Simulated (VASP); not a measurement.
Si16O (a cell with a defect): single point with PBEsol

Si16O (a cell with a defect):

```xyz
17
Lattice="0.0000 5.4300 5.4300 5.4300 0.0000 5.4300 5.4300 5.4300 0.0000" Properties=species:S:1:pos:R:3 pbc="T T T"
Si   -0.1626    0.2725    0.0264
Si    1.3581    1.6375    1.2439
Si    2.6512    2.8880    0.0302
Si    3.8637    4.1093    1.2917
Si    2.3757    0.5227    2.8855
Si    3.8602    1.5804    4.3193
Si    5.3433    2.6875    2.8371
Si    6.6077    4.4049    3.9520
Si    0.0292    2.5741    3.1280
Si    0.8826    4.2266    4.3869
Si    2.2044    5.5324    3.0093
Si    3.8268    6.5669    4.3763
Si    2.7357    2.7608    5.6997
Si    4.1954    3.7887    7.0638
Si    5.2574    5.2138    5.6832
Si    6.5776    6.7569    6.8577
O     9.0712   10.2401    8.2812
```

| Quantity | Value |
| --- | --- |
| Program | VASP 6.6.1 |
| Task | single point |
| Functional | PBEsol |
| Potentials or basis | VASP PAW PBE potentials, release 64 (Si, O) |
| Cutoff | 520 eV |
| k mesh | 2 × 2 × 2 |
| Occupations | fermi-dirac, width 0.05 eV |
| Spin | collinear spin, ferromagnetic start |
| Starting moments | [0.0, 0.0, 0.0, 0.0, 0.0, 0.0, 0.0, 0.0, 0.0, 0.0, 0.0, 0.0, 0.0, 0.0, 0.0, 0.0, 1.0] μB |
| Dipole correction | no |
| Further INCAR settings | LREAL = Auto; ALGO = Normal; EDIFF = 1e-06; NBANDS = 53 |

```
Pressure                                              : 4.9 GPa
Largest force                                         : 4.171 eV/Å
Band gap on the k mesh                                : 0.05 eV
Net moment                                            : 0.00 μB per cell
Valence electrons inside the program's atomic spheres : Si 1.75, 1.73, 1.66, 1.70, 1.77, 1.65, 1.68, 1.69, 1.74, 1.67, 1.72, 1.71 (each value once); O 5.12
```

Forces on the atoms (eV/Å):
```
Si  -1.647  0.608  2.991
Si  -1.830 -0.811  0.986
Si  -0.650  0.413 -3.252
Si   1.641  2.039  3.083
Si   1.072 -0.270  0.365
Si   0.713  0.219 -2.259
Si  -0.885  1.564 -0.599
Si  -0.784 -2.167  1.443
Si  -0.512 -1.939 -0.766
Si   3.446 -2.225 -0.759
Si   1.862 -1.255 -0.619
Si   0.238  0.798 -0.592
Si  -3.451  1.542  1.027
Si  -0.015  0.199  1.311
Si   0.493  0.798 -1.055
Si   0.211  0.614 -0.329
O    0.099 -0.129 -0.974
```

Stress tensor (GPa, compression positive):
```
 3.76  0.36 -1.84
 0.36  5.77  3.22
-1.84  3.22  5.23
```

Levels at points of the mesh, in eV from the valence-band top:
Spin up:
```tsv
k point	band 33	band 34	band 35	band 36	band 37	band 38
(0.00, 0.00, 0.00)	-0.50	-0.29	0.00	0.05	0.33	0.47
(0.50, 0.00, 0.00)	-0.75	-0.59	-0.47	0.58	0.71	0.90
(0.00, 0.50, 0.00)	-1.18	-0.95	-0.39	0.31	0.87	1.09
(0.00, 0.00, 0.50)	-0.99	-0.72	-0.09	0.60	0.93	1.18
(0.50, 0.50, 0.50)	-1.27	-0.52	-0.44	0.71	0.99	1.04
(0.50, 0.50, 0.00)	-1.38	-0.90	-0.58	0.63	0.98	1.51
(0.00, 0.50, 0.50)	-1.32	-1.01	-0.91	0.84	1.17	1.59
(0.50, 0.00, 0.50)	-1.14	-1.04	-0.83	0.79	0.94	1.55
```
Spin down:
```
           k point  band 31  band 32  band 33  band 34  band 35  band 36  band 37  band 38  band 39  band 40
(0.00, 0.00, 0.00)    -1.15    -0.86    -0.50    -0.29     0.00     0.05     0.33     0.47     0.58     0.84
(0.50, 0.00, 0.00)    -1.74    -0.99    -0.75    -0.59    -0.47     0.58     0.71     0.90     1.16     1.27
(0.00, 0.50, 0.00)    -1.67    -1.42    -1.18    -0.95    -0.39     0.31     0.87     1.09     1.13     1.58
(0.00, 0.00, 0.50)    -1.94    -1.35    -0.99    -0.72    -0.09     0.60     0.93     1.18     1.22     1.55
(0.50, 0.50, 0.50)    -1.67    -1.32    -1.27    -0.52    -0.44     0.71     0.99     1.04     1.36     1.49
(0.50, 0.50, 0.00)    -1.77    -1.41    -1.38    -0.90    -0.58     0.63     0.98     1.51     1.68     1.94
(0.00, 0.50, 0.50)    -1.70    -1.46    -1.32    -1.01    -0.91     0.84     1.17     1.59     1.82     2.09
(0.50, 0.00, 0.50)    -1.67    -1.53    -1.14    -1.04    -0.83     0.79     0.94     1.55     1.61     1.94
```

Run time: 4 min on 1 thread of Intel(R) Xeon(R) 6975P-C (Granite Rapids) (shared host), peak memory 0.71 GiB.

Caveat: the k points lie up to 0.50 Å⁻¹ apart; the atoms stand as in a frame of molecular dynamics; the PAW data sets were made with another functional, which shifts forces and pressure a little.
